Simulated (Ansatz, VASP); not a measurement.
## MgO: VASP beside Ansatz

Contents of POSCAR:

```
MgO
1.0
    2.1442108665      2.1442108665      0.0000000000
   -2.1442108665      2.1442108665      0.0000000000
    0.0000000000      2.1442108665      2.0779463653
Mg O
1 1
Direct
    0.0000000000      0.0000000000      0.0000000000
    0.5000000000      0.5000000000      0.0000000000
```

File INCAR.step1:

```
ALGO = Normal ; EDIFF = 1E-5
ENCUT = 750 ; GGA = PE
GGA_COMPAT = F ; ISMEAR = 0
LASPH = T ; LCHARG = F
LREAL = F ; LWAVE = T
NBANDS = 15 ; NELM = 120
PREC = Accurate ; SIGMA = 0.01
```

INCAR.step2

```
ALGO = Normal ; EDIFF = 1E-6
ENCUT = 750 ; GGA_COMPAT = F
ISIF = 2 ; ISMEAR = 0
ISTART = 1 ; LASPH = T
LCHARG = F ; LMIXTAU = T
LREAL = F ; LWAVE = F
METAGGA = R2SCAN ; NBANDS = 15
NELM = 120 ; PREC = Accurate
SIGMA = 0.01
```

KPOINTS

```
k-points
0
Gamma
  10 10 10
```

Input for Ansatz:

```yaml
crystal:
  lattice:
    - [2.14421086654, 2.14421086654, 0.0]
    - [-2.14421086654, 2.14421086654, 0.0]
    - [0.0, 2.14421086654, 2.07794636526]
  atoms:
    - { symbol: Mg, position: [0.0, 0.0, 0.0] }
    - { symbol: O, position: [0.5, 0.5, 0.0] }
kpoints:
  mp_grid: { grid: [10, 10, 10] }
scf:
  occupations: { method: fixed }
  convergence: { dr2_threshold: 1.0e-10 }
hamiltonian:
  xc: r2scan
  pseudopotentials: { kind: paw }
output:
  forces: true
  stress: true
  eigenstates:
    kpoints:
      - [0.0, 0.0, 0.0]
      - [-0.5, -0.5, -0.5]
      - [-0.5, 0.5, 0.0]
      - [0.0, 0.0, -0.5]
      - [0.0, -0.5, -0.5]
      - [0.0, 0.5, 0.0]
      - [-0.5, 0.0, 0.0]
      - [-0.5, 0.0, -0.5]
  eigenvalues: true
```

Change from the starting cell: film at in-plane strain +0.02.

Alike in both runs: task single point; functional r2SCAN; k mesh 10 × 10 × 10; no spin polarisation.

|  | VASP | Ansatz |
| --- | --- | --- |
| version | VASP 6.6.1 | Ansatz 0.2.0 |
| potentials or method | VASP PAW PBE potentials, release 64 (Mg_sv, O) | PAW with Ansatz's default frozen-core files, scalar-relativistic |
| plane-wave cutoff (eV) | 750 | 500 |
| occupations | gaussian, width 0.01 eV | fixed |
| valence electrons in the cell | 16 | 16 |

|  | VASP | Ansatz | Ansatz less VASP |
| --- | --- | --- | --- |
| gap on the k mesh at the Fermi level (eV) | 5.39 | 5.37 | -0.020 |
| pressure (GPa) | -4.1 | -4.1 | -0.02 |
| traceless stress, the component that is largest in VASP (GPa) | 4.05 | 4.08 | +0.035 |

VASP's potentials were made for PBE, not for r2SCAN.
